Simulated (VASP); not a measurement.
# MnO in VASP: a series of runs, part 2 of 2

VASP 6.6.1. Earlier steps stand in the parts before.

## 4. Electric field gradients, PBE, collinear spin, ferromagnetic start (equal xy, yz and zx shear strains of -3 %)

Contents of INCAR:

```
SYSTEM = MnO
PREC = Accurate
ENCUT = 520
EDIFF = 1E-8
ISMEAR = -1
SIGMA = 0.05
LREAL = .FALSE.
LASPH = .TRUE.
NELM = 150
ALGO = Normal
ISIF = 2
LWAVE = .FALSE.
LCHARG = .FALSE.
ISPIN = 2
MAGMOM = 4 0
LORBIT = 11
LMAXMIX = 4
GGA = PE
LEFG = .TRUE.
NBANDS = 20
```

Contents of KPOINTS:

```
Automatic mesh
0
G
  16 16 16
  0 0 0
```

Contents of POSCAR:

```
MnO
1.0
   -0.0666600000      2.1886700000      2.1886700000
    2.1886700000     -0.0666600000      2.1886700000
    2.1886700000      2.1886700000     -0.0666600000
Mn O
1 1
Direct
    0.0000000000      0.0000000000      0.0000000000
    0.5000000000      0.5000000000      0.5000000000
```

Potentials or basis: VASP PAW PBE potentials, release 64 (Mn_pv, O).

On the command line:

```sh
> cat potpaw_PBE.64/Mn_pv/POTCAR potpaw_PBE.64/O/POTCAR > POTCAR
> mpirun -np 1 vasp_std > vasp.out
```

OUTCAR:

```text
SYSTEM = MnO
   PREC = Accurate
   ENCUT = 520
   EDIFF = 1E-8
   ISMEAR = -1
   LREAL = .FALSE.
   LASPH = .TRUE.
   NELM = 150
   ISIF = 2
   ISPIN = 2
   LORBIT = 11
   GGA = PE

 ion  position               nearest neighbor table
   1  0.000  0.000  0.000-   2 2.22   2 2.22   2 2.22   2 2.22   2 2.22   2 2.22
   2  0.500  0.500  0.500-   1 2.22   1 2.22   1 2.22   1 2.22   1 2.22   1 2.22

  LATTYP: Found a trigonal (rhomboedric) cell.
 ALAT       =     3.0959645175
 COS(alpha) =     0.4693254694

  Lattice vectors:

 A1 = (  -0.0666600000,   2.1886700000,   2.1886700000)
 A2 = (   2.1886700000,  -0.0666600000,   2.1886700000)
 A3 = (   2.1886700000,   2.1886700000,  -0.0666600000)

Analysis of symmetry for initial positions (statically):
=====================================================================
 Subroutine PRICEL returns:
 Original cell was already a primitive cell.

 Routine SETGRP: Setting up the symmetry group for a
 trigonal (rhombohedral) supercell.

 Subroutine GETGRP returns: Found 12 space group operations
 (whereof 12 operations were pure point group operations)
 out of a pool of 12 trial point group operations.

The static configuration has the point symmetry D_3d.

Analysis of symmetry for dynamics (positions and initial velocities):
=====================================================================
 Subroutine PRICEL returns:
 Original cell was already a primitive cell.

 Routine SETGRP: Setting up the symmetry group for a
 trigonal (rhombohedral) supercell.
[... 1289 lines left out ...]
  --------------------------------------------------------------------------------------
  -------------------------------------------------------------------------------------
  Total        0.0058201      0.0058201      0.0058201      0.2545686      0.2545686      0.2545686
  in kB        0.4252795      0.4252795      0.4252795     18.6015612     18.6015612     18.6015612
  external PRESSURE =       0.4252795 kB  Pullay stress =       0.0000000 kB

 VOLUME and BASIS-vectors are now :
 -----------------------------------------------------------------------------
  energy-cutoff  :      520.00
  volume of cell :       21.93
      direct lattice vectors                 reciprocal lattice vectors
    -0.066660000  2.188670000  2.188670000    -0.218268742  0.225125351  0.225125351
     2.188670000 -0.066660000  2.188670000     0.225125351 -0.218268742  0.225125351
     2.188670000  2.188670000 -0.066660000     0.225125351  0.225125351 -0.218268742

 POSITION                                       TOTAL-FORCE (eV/Angst)
 -----------------------------------------------------------------------------------
      0.00000      0.00000      0.00000        -0.000000      0.000000     -0.000000
      2.15534      2.15534      2.15534         0.000000     -0.000000      0.000000
 -----------------------------------------------------------------------------------
    total drift:                                0.000000     -0.000000     -0.000000

  FREE ENERGIE OF THE ION-ELECTRON SYSTEM (eV)
  ---------------------------------------------------
  free  energy   TOTEN  =       -16.3945517842 eV

  energy  without entropy=      -16.3867844112  energy(sigma->0) =      -16.39066810

 Electric field gradients (V/A^2)
---------------------------------------------------------------------
 ion       V_xx      V_yy      V_zz      V_xy      V_xz      V_yz
---------------------------------------------------------------------
   1       0.000     0.000    -0.000     2.391     2.391     2.391
   2      -0.000     0.000    -0.000    -5.735    -5.735    -5.735
---------------------------------------------------------------------

 Electric field gradients after diagonalization (V/A^2)
 (convention: |V_zz| > |V_xx| > |V_yy|)
----------------------------------------------------------------------
 ion       V_xx      V_yy      V_zz     asymmetry (V_yy - V_xx)/ V_zz
----------------------------------------------------------------------
   1      -2.391    -2.391     4.782       0.000
   2       5.735     5.735   -11.470       0.000
----------------------------------------------------------------------

           NMR quadrupolar parameters

 Cq : quadrupolar parameter    Cq=e*Q*V_zz/h
 eta: asymmetry parameters     (V_yy - V_xx)/ V_zz
 Q  : nuclear electric quadrupole moment in mb (millibarn)
----------------------------------------------------------------------
 ion       Cq(MHz)       eta       Q (mb)
----------------------------------------------------------------------
   1       0.012       0.000       1.000
   2      -0.028       0.000       1.000
----------------------------------------------------------------------

 total charge

# of ion       s       p       d       tot
------------------------------------------
    1        0.203   6.176   4.975  11.355
    2        1.561   3.414   0.000   4.975
--------------------------------------------------
tot          1.765   9.591   4.975  16.331

 magnetization (x)

# of ion       s       p       d       tot
------------------------------------------
    1        0.034   0.026   4.262   4.322
    2        0.030   0.170   0.000   0.201
--------------------------------------------------
tot          0.065   0.196   4.262   4.523
```

OSZICAR:

```text
N       E                     dE             d eps       ncg     rms          rms(c)
DAV:   1     0.169775045084E+03    0.16978E+03   -0.10367E+04 33596   0.112E+03
DAV:   2    -0.102099276323E+02   -0.17998E+03   -0.16757E+03 34356   0.327E+02
DAV:   3    -0.186542624169E+02   -0.84443E+01   -0.83458E+01 37508   0.763E+01
DAV:   4    -0.187172561909E+02   -0.62994E-01   -0.62979E-01 38152   0.681E+00
DAV:   5    -0.187178088513E+02   -0.55266E-03   -0.55265E-03 37368   0.638E-01    0.138E+01
DAV:   6    -0.167166765869E+02    0.20011E+01   -0.98142E+00 46088   0.345E+01    0.132E+01
DAV:   7    -0.164067085889E+02    0.30997E+00   -0.12882E+00 37916   0.163E+01    0.784E+00
DAV:   8    -0.164058965369E+02    0.81205E-03   -0.11820E-01 37048   0.255E+00    0.470E+00
DAV:   9    -0.163917879033E+02    0.14109E-01   -0.39379E-02 35052   0.211E+00    0.119E+00
DAV:  10    -0.163941408223E+02   -0.23529E-02   -0.74110E-03 36152   0.100E+00    0.240E-01
DAV:  11    -0.163944721367E+02   -0.33131E-03   -0.11636E-03 38464   0.315E-01    0.111E-01
DAV:  12    -0.163945358554E+02   -0.63719E-04   -0.55227E-05 36980   0.933E-02    0.328E-02
DAV:  13    -0.163945438790E+02   -0.80237E-05   -0.97968E-06 38064   0.274E-02    0.320E-02
DAV:  14    -0.163945517595E+02   -0.78804E-05   -0.56683E-06 36880   0.195E-02    0.677E-03
DAV:  15    -0.163945517164E+02    0.43095E-07   -0.30102E-07 38636   0.500E-03    0.240E-03
DAV:  16    -0.163945517284E+02   -0.11978E-07   -0.48690E-08 37436   0.178E-03    0.167E-03
DAV:  17    -0.163945517813E+02   -0.52961E-07   -0.19068E-08 35048   0.140E-03    0.407E-04
DAV:  18    -0.163945517842E+02   -0.29131E-08   -0.37499E-09 19676   0.587E-04
   1 F= -.16394552E+02 E0= -.16390668E+02  d E =-.776737E-02  mag=     4.7596
```

Wall time 2.2 min (1 thread of Intel Xeon 6975P-C (Granite Rapids), shared host); peak memory 0.36 GiB.

What came out:

```yaml
Free_energy: -16.3946 eV
Pressure: 0.0 GPa
Net_moment: 4.76 μB per cell
Site_moments: Mn +4.32; O +0.20 μB
Largest_electric_field_gradient_by_atom: Mn +4.8; O -11.5 V/Å²
Valence_electrons_inside_the_program's_atomic_spheres: Mn 11.36; O 4.97
```

Levels at points of the mesh, in eV from the Fermi level:
Spin up:
```
           k point  band 8  band 9  band 10  band 11  band 12  band 13  band 14  band 15  band 16  band 17
(0.00, 0.00, 0.00)   -3.29   -3.29    -3.12    -2.68    -2.68    -0.50    13.95    15.99    15.99    17.13
(0.50, 0.00, 0.00)   -2.42   -2.33    -1.87     0.13     0.22     3.55     7.58    11.85    12.42    18.69
(0.50, 0.50, 0.00)   -4.23   -2.28    -2.07    -2.04    -1.93     5.04     7.80    10.45    13.35    14.04
(0.50, 0.50, 0.50)   -2.27   -2.27    -1.81     0.27     0.27     3.26     8.26    11.29    11.29    18.00
```
Spin down:
```csv
k point,band 4,band 5,band 6,band 7,band 8,band 9,band 10,band 11
"(0.00, 0.00, 0.00)",-19.84,-3.45,-3.45,-3.19,0.62,0.63,0.63,1.08
"(0.50, 0.00, 0.00)",-18.90,-7.41,-4.92,-4.65,1.77,1.83,2.14,3.57
"(0.50, 0.50, 0.00)",-18.91,-6.43,-4.48,-4.19,-0.85,1.94,2.13,2.37
"(0.50, 0.50, 0.50)",-18.80,-7.28,-5.04,-5.04,1.98,2.04,2.04,3.70
```

Electric field gradients, principal values (V/Å²):
| atom | least | middle | greatest (by size) |
| --- | --- | --- | --- |
| 1 Mn | -2.391 | -2.391 | 4.782 |
| 2 O | 5.735 | 5.735 | -11.470 |

Caveat: the cell differs from its parent crystal (equal xy, yz and zx shear strains of -3 %); without QUAD_EFG the Cq values of the log hold for a quadrupole moment of 1 mb, not for the nuclei; a cell with one magnetic atom can't hold antiferromagnetic order, which such compounds often take; semilocal functionals often make such compounds metallic where correlation or magnetic order opens a gap, which also shifts bond lengths.
